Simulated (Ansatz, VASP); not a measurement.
## Two plane-wave programs on PtSe2

```xyz
3
Lattice="3.7970 0.0000 0.0000 -1.8985 3.2883 0.0000 0.0000 0.0000 5.1613" Properties=species:S:1:pos:R:3 pbc="T T T"
Pt    0.0000    0.0000    0.0000
Se    1.8985    1.0961    3.8710
Se    0.0000    2.1922    1.2903
```

Alike in both runs: task single point; functional PBE; k mesh 8 × 8 × 5; occupations fermi-dirac, width 0.05 eV; no spin polarisation.

```csv
,VASP,Ansatz
version,VASP 6.6.1,Ansatz 0.2.0
potentials or method,"VASP PAW PBE potentials, release 64 (Pt, Se)",Ansatz PAW
plane-wave cutoff (eV),520,420
valence electrons in the cell,22,50
```

Ansatz gave:

| Quantity | Value |
| --- | --- |
| gap on the k mesh at the Fermi level (eV) | none |
| pressure (GPa) | -0.1 |
| traceless stress, the component that is largest in VASP (GPa) | 0.50 |
| rms of the force components (eV/Å) | 0.041 |

Q: What did VASP give for the same quantities?

A: gap on the k mesh at the Fermi level (eV): none; pressure (GPa): -0.2; traceless stress, the component that is largest in VASP (GPa): 0.50; rms of the force components (eV/Å): 0.040.

Atom by atom the forces differ by 0.002 eV/Å (rms over components). A gap of «none» marks a metal or a gap that the smearing closes. The functional is the same, so the differences come from potentials, cutoffs and numerics. VASP's potentials hold 22 valence electrons a cell and Ansatz's 50, so a difference there can come from the potentials and not from the codes.

Neither program's run includes spin-orbit coupling.
